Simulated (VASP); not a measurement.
# Li2Pt (P6/mmm) in VASP: a series of runs, part 2 of 2

VASP 6.6.1. The steps go on from the part before.

### 3 Electric field gradients, LDA (zz strain of -2 %)

File INCAR:

```
PREC = Accurate ; ENCUT = 520
EDIFF = 1E-8 ; ISMEAR = -1
SIGMA = 0.03 ; LREAL = False
LASPH = True ; NELM = 60
ALGO = Normal ; ISIF = 2
LWAVE = False ; LCHARG = False
LEFG = True ; NBANDS = 15
```

File KPOINTS:

```
Automatic mesh
0
Gamma
  9 9 12
```

File POSCAR:

```
Li2Pt
1.0
    4.1859989866      0.0000000000      0.0000000000
   -2.0929994933      3.6251814627      0.0000000000
    0.0000000000      0.0000000000      2.6077800000
Li Pt
2 1
Direct
    0.3333333333      0.6666666667      0.5000000000
    0.6666666667      0.3333333333      0.5000000000
    0.0000000000      0.0000000000      0.0000000000
```

Potentials or basis: VASP PAW LDA potentials, release 64 (Li_sv, Pt).

Launch:

```
> cat potpaw_LDA.64/Li_sv/POTCAR potpaw_LDA.64/Pt/POTCAR > POTCAR
> mpirun -np 1 vasp_std > vasp.out
```

OUTCAR:

```text
PREC = Accurate
   ENCUT = 520
   EDIFF = 1E-8
   ISMEAR = -1
   LREAL = False
   LASPH = True
   NELM = 60
   ISIF = 2

 ion  position               nearest neighbor table
   1  0.333  0.667  0.500-   2 2.42   2 2.42   2 2.42   3 2.75   3 2.75   3 2.75   3 2.75   3 2.75
                             3 2.75
   2  0.667  0.333  0.500-   1 2.42   1 2.42   1 2.42   3 2.75   3 2.75   3 2.75   3 2.75   3 2.75
                             3 2.75
   3  0.000  0.000  0.000-   1 2.75   2 2.75   1 2.75   2 2.75   2 2.75   2 2.75   1 2.75   1 2.75
                             2 2.75   2 2.75   1 2.75   1 2.75

  LATTYP: Found a hexagonal cell.
 ALAT       =     4.1859989866
 C/A-ratio  =     0.6229767394

[... 658 lines left out ...]
 ion       V_xx      V_yy      V_zz      V_xy      V_xz      V_yz
---------------------------------------------------------------------
   1      -0.213    -0.215     0.428    -0.002     0.000    -0.000
   2      -0.213    -0.215     0.428    -0.002     0.000    -0.000
   3     149.004   149.004  -298.008    -0.001    -0.000     0.000
---------------------------------------------------------------------

 Electric field gradients after diagonalization (V/A^2)
 (convention: |V_zz| > |V_xx| > |V_yy|)
----------------------------------------------------------------------
 ion       V_xx      V_yy      V_zz     asymmetry (V_yy - V_xx)/ V_zz
----------------------------------------------------------------------
   1      -0.217    -0.211     0.428       0.013
   2      -0.217    -0.211     0.428       0.013
   3     149.005   149.003  -298.008       0.000
----------------------------------------------------------------------

           NMR quadrupolar parameters

 Cq : quadrupolar parameter    Cq=e*Q*V_zz/h
 eta: asymmetry parameters     (V_yy - V_xx)/ V_zz
 Q  : nuclear electric quadrupole moment in mb (millibarn)
----------------------------------------------------------------------
 ion       Cq(MHz)       eta       Q (mb)
----------------------------------------------------------------------
   1       0.001       0.013       1.000
   2       0.001       0.013       1.000
   3      -0.721       0.000       1.000
----------------------------------------------------------------------
```

OSZICAR:

```text
N       E                     dE             d eps       ncg     rms          rms(c)
DAV:   1     0.739146889805E+02    0.73915E+02   -0.71791E+03  2568   0.109E+03
DAV:   2    -0.642495503881E+01   -0.80340E+02   -0.73537E+02  3038   0.242E+02
DAV:   3    -0.138622949111E+02   -0.74373E+01   -0.72560E+01  4810   0.478E+01
DAV:   4    -0.139637110089E+02   -0.10142E+00   -0.10130E+00  2779   0.807E+00
DAV:   5    -0.139650539466E+02   -0.13429E-02   -0.13427E-02  3637   0.741E-01    0.822E+00
DAV:   6    -0.134518300132E+02    0.51322E+00   -0.31573E+00  2688   0.152E+01    0.336E+00
DAV:   7    -0.131779164146E+02    0.27391E+00   -0.42677E-01  2653   0.583E+00    0.114E+00
DAV:   8    -0.131608721716E+02    0.17044E-01   -0.27588E-02  3346   0.119E+00    0.574E-01
DAV:   9    -0.131570113848E+02    0.38608E-02   -0.94432E-03  3302   0.797E-01    0.960E-02
DAV:  10    -0.131570410328E+02   -0.29648E-04   -0.15090E-04  3235   0.101E-01    0.266E-02
DAV:  11    -0.131570423221E+02   -0.12893E-05   -0.99038E-06  3454   0.247E-02    0.313E-03
DAV:  12    -0.131570422477E+02    0.74375E-07   -0.49667E-07  3238   0.567E-03    0.122E-03
DAV:  13    -0.131570422508E+02   -0.30927E-08   -0.28024E-08  3419   0.143E-03
   1 F= -.13157042E+02 E0= -.13155237E+02  d E =-.361038E-02
```

stdout:

```text
POSCAR found type information on POSCAR LiPt
 POSCAR found :  2 types and       3 ions
 scaLAPACK will be used
 LDA part: xc-table for (Slater(with rela. corr.)+CA(PZ))
 , standard interpolation
 POSCAR, INCAR and KPOINTS ok, starting setup
 FFT: planning ... GRIDC
 FFT: planning ... GRID_SOFT
 FFT: planning ... GRID
 WAVECAR not read
 entering main loop
ion   1

ion   2

ion   3
```

Run time: 47 s. Hardware: 1 thread of Intel Xeon Platinum 8375C at 2.90GHz (Ice Lake), shared host; peak memory 0.17 GiB.

What came out:

```yaml
Free_energy: -13.1570 eV
Band_gap_on_the_k_mesh: zero (band 8 reaches 6.52 eV, above the bottom of band 9 at 4.65 eV)
```

Electric field gradients, principal values (V/Å²):
| atom | least | middle | greatest (by size) |
| --- | --- | --- | --- |
| 1 Li | -0.211 | -0.217 | 0.428 |
| 2 Li | -0.211 | -0.217 | 0.428 |
| 3 Pt | 149.003 | 149.005 | -298.008 |

Caveat: the cell differs from its parent crystal (zz strain of -2 %); without QUAD_EFG the Cq values of the log hold for a quadrupole moment of 1 mb, not for the nuclei; spin-orbit coupling is left out, which moves the levels of the heavy elements.

### 4 Electric field gradients, LDA (volume scaled by 0.99)

File INCAR:

```
SYSTEM = Li2Pt
ALGO     = Normal         ! electronic algorithm
EDIFF    = 1E-8           ! SCF threshold, eV
ENCUT    = 520            ! plane-wave cutoff, eV
GGA      = CA             ! functional
ISIF     = 2              ! what is computed and relaxed
ISMEAR   = -1             ! smearing method
LASPH    = .True.         ! aspherical terms in the spheres
LCHARG   = .False.        ! write CHGCAR
LEFG     = .True.       
LREAL    = .False.        ! projectors in reciprocal space
LWAVE    = .False.        ! write WAVECAR
NBANDS   = 15             ! bands
NELM     = 60             ! most SCF steps
PREC     = Accurate       ! precision mode
SIGMA    = 0.03           ! smearing width, eV
```

File KPOINTS:

```
k-points
0
Gamma
  9 9 12
  0 0 0
```

File POSCAR:

```
Li2Pt
1.0
    4.1719988854      0.0000000000      0.0000000000
   -2.0859994427      3.6130570194      0.0000000000
    0.0000000000      0.0000000000      2.6521002680
Li Pt
2 1
Direct
    0.3333333333      0.6666666667      0.5000000000
    0.6666666667      0.3333333333      0.5000000000
    0.0000000000      0.0000000000      0.0000000000
```

Potentials or basis: VASP PAW LDA potentials, release 64 (Li_sv, Pt).

Launch:

```
> cat potpaw_LDA.64/Li_sv/POTCAR potpaw_LDA.64/Pt/POTCAR > POTCAR
> mpirun -np 1 vasp_std > vasp.out
```

OUTCAR:

```text
SYSTEM = Li2Pt
   EDIFF = 1E-8
   ENCUT = 520
   GGA = CA
   ISIF = 2
   ISMEAR = -1
   LASPH = .True.
   LREAL = .False.
   NELM = 60
   PREC = Accurate

 ion  position               nearest neighbor table
   1  0.333  0.667  0.500-   2 2.41   2 2.41   2 2.41   3 2.75   3 2.75   3 2.75   3 2.75   3 2.75
                             3 2.75
   2  0.667  0.333  0.500-   1 2.41   1 2.41   1 2.41   3 2.75   3 2.75   3 2.75   3 2.75   3 2.75
                             3 2.75
   3  0.000  0.000  0.000-   1 2.75   2 2.75   1 2.75   2 2.75   2 2.75   2 2.75   1 2.75   1 2.75
                             2 2.75   2 2.75   1 2.75   1 2.75

[... 661 lines left out ...]
---------------------------------------------------------------------
 ion       V_xx      V_yy      V_zz      V_xy      V_xz      V_yz
---------------------------------------------------------------------
   1      -0.131    -0.134     0.265    -0.002     0.000    -0.000
   2      -0.131    -0.134     0.265    -0.002     0.000    -0.000
   3     159.053   159.053  -318.106    -0.001    -0.000    -0.000
---------------------------------------------------------------------

 Electric field gradients after diagonalization (V/A^2)
 (convention: |V_zz| > |V_xx| > |V_yy|)
----------------------------------------------------------------------
 ion       V_xx      V_yy      V_zz     asymmetry (V_yy - V_xx)/ V_zz
----------------------------------------------------------------------
   1      -0.135    -0.130     0.265       0.022
   2      -0.135    -0.130     0.265       0.022
   3     159.054   159.052  -318.106       0.000
----------------------------------------------------------------------

           NMR quadrupolar parameters

 Cq : quadrupolar parameter    Cq=e*Q*V_zz/h
 eta: asymmetry parameters     (V_yy - V_xx)/ V_zz
 Q  : nuclear electric quadrupole moment in mb (millibarn)
----------------------------------------------------------------------
 ion       Cq(MHz)       eta       Q (mb)
----------------------------------------------------------------------
   1       0.001       0.022       1.000
   2       0.001       0.022       1.000
   3      -0.769       0.000       1.000
----------------------------------------------------------------------
```

OSZICAR:

```text
N       E                     dE             d eps       ncg     rms          rms(c)
DAV:   1     0.732740077960E+02    0.73274E+02   -0.72051E+03  2552   0.109E+03
DAV:   2    -0.620930877300E+01   -0.79483E+02   -0.72322E+02  3066   0.239E+02
DAV:   3    -0.138115748575E+02   -0.76023E+01   -0.74230E+01  4815   0.478E+01
DAV:   4    -0.139204894657E+02   -0.10891E+00   -0.10877E+00  2716   0.837E+00
DAV:   5    -0.139220723575E+02   -0.15829E-02   -0.15825E-02  3639   0.794E-01    0.779E+00
DAV:   6    -0.134087176210E+02    0.51335E+00   -0.28695E+00  2716   0.145E+01    0.297E+00
DAV:   7    -0.131723780563E+02    0.23634E+00   -0.37559E-01  2674   0.548E+00    0.996E-01
DAV:   8    -0.131564376047E+02    0.15940E-01   -0.22296E-02  3415   0.105E+00    0.505E-01
DAV:   9    -0.131531298278E+02    0.33078E-02   -0.85412E-03  3316   0.748E-01    0.924E-02
DAV:  10    -0.131531578132E+02   -0.27985E-04   -0.14213E-04  3236   0.954E-02    0.220E-02
DAV:  11    -0.131531597749E+02   -0.19617E-05   -0.65091E-06  3755   0.194E-02    0.263E-03
DAV:  12    -0.131531596694E+02    0.10547E-06   -0.23158E-07  3270   0.405E-03    0.873E-04
DAV:  13    -0.131531596710E+02   -0.16025E-08   -0.12725E-08  3030   0.920E-04
   1 F= -.13153160E+02 E0= -.13151153E+02  d E =-.401352E-02
```

Wall time 43 s (1 thread of Intel Xeon Platinum 8375C at 2.90GHz (Ice Lake), shared host); peak memory 0.17 GiB.

What came out:

```yaml
Free_energy: -13.1532 eV
Band_gap_on_the_k_mesh: zero (band 8 reaches 6.31 eV, above the bottom of band 9 at 4.47 eV)
```

Electric field gradients, principal values (V/Å²):
```csv
atom,least,middle,greatest (by size)
1 Li,-0.130,-0.135,0.265
2 Li,-0.130,-0.135,0.265
3 Pt,159.052,159.054,-318.106
```

Caveat: without QUAD_EFG the Cq values of the log hold for a quadrupole moment of 1 mb, not for the nuclei; spin-orbit coupling is left out, which moves the levels of the heavy elements.

### 5 The runs side by side

| cell | gap on the mesh (eV) |
| --- | --- |
| a = 4.129, b = 4.129, c = 2.625 Å, angles 90.0, 90.0, 120.0°, 3 atoms | none |
| a = 4.186, b = 4.186, c = 2.608 Å, angles 90.0, 90.0, 120.0°, 3 atoms | none |
| a = 4.172, b = 4.172, c = 2.652 Å, angles 90.0, 90.0, 120.0°, 3 atoms | none |

Alike in all rows: task electric field gradients; level LDA; potentials or basis VASP PAW LDA potentials, release 64 (Li_sv, Pt); no spin polarisation; k mesh 9 × 9 × 12; cutoff (eV) 520; smearing fermi-dirac 0.03 eV.

Caveats: spin-orbit coupling is left out, which moves the levels of the heavy elements.

Total energies depend on the potentials used, so only differences within one code and one set of settings carry meaning.
